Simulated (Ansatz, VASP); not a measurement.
# Two plane-wave programs on ZnSe

```
Zn Se
1.0
     0.00000    2.87982    2.87982
     2.87982    0.00000    2.87982
     2.87982    2.87982    0.00000
Zn Se
1 1
Direct
  0.00000 0.00000 0.00000
  0.25000 0.25000 0.25000
```

Alike in both runs: task relaxation of cell and atoms; functional LDA; k mesh 10 × 10 × 10; occupations fermi-dirac, width 0.02 eV; no spin polarisation.

|  | VASP | Ansatz |
| --- | --- | --- |
| version | VASP 6.6.1 | Ansatz 0.2.0 |
| potentials or method | VASP PAW LDA potentials, release 64 (Zn, Se) | PAW with Ansatz's default frozen-core files, scalar-relativistic |
| plane-wave cutoff (eV) | 600 | 420 |
| valence electrons in the cell | 18 | 28 |

Ansatz gave:

* relaxed volume (Å³/atom): 21.58
* relaxed cell length with the largest relative difference (Å): 3.937

Q: Estimate VASP's values.

A: Relaxed volume (Å³/atom): 21.67; relaxed cell length with the largest relative difference (Å): 3.943.

LDA's correlation is that of Perdew and Zunger in VASP and of Perdew and Wang (1992) in Ansatz. VASP's potentials hold 18 valence electrons a cell and Ansatz's 28, so a difference there can come from the potentials and not from the codes.
